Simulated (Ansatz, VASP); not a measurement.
K3Se: VASP beside Ansatz

```xyz
4
Lattice="0.0000 4.1721 4.1721 4.1721 0.0000 4.1721 4.1721 4.1721 0.0000" Properties=species:S:1:pos:R:3 pbc="T T T"
K     4.1721    4.1721    4.1721
K     2.0860    2.0860    2.0860
K     6.2581    6.2581    6.2581
Se    0.0000    0.0000    0.0000
```

Alike in both runs: task single point; functional PBE; k mesh 4 × 4 × 4; occupations gaussian, width 0.1 eV; no spin polarisation.

|  | VASP | Ansatz |
| --- | --- | --- |
| version | VASP 6.6.1 | Ansatz 0.2.0 |
| potentials or method | VASP PAW PBE potentials, release 64 (K_sv, Se), cutoff 520 eV | scalar-relativistic, plane waves, PAW |
| valence electrons in the cell | 33 | 43 |

|  | VASP | Ansatz | Ansatz less VASP |
| --- | --- | --- | --- |
| gap on the k mesh at the Fermi level (eV) | none | none | - |
| pressure (GPa) | 1.3 | 1.3 | -0.01 |

A gap of «none» marks a metal or a gap that the smearing closes. VASP's potentials hold 33 valence electrons a cell and Ansatz's 43, so a difference there can come from the potentials and not from the codes.
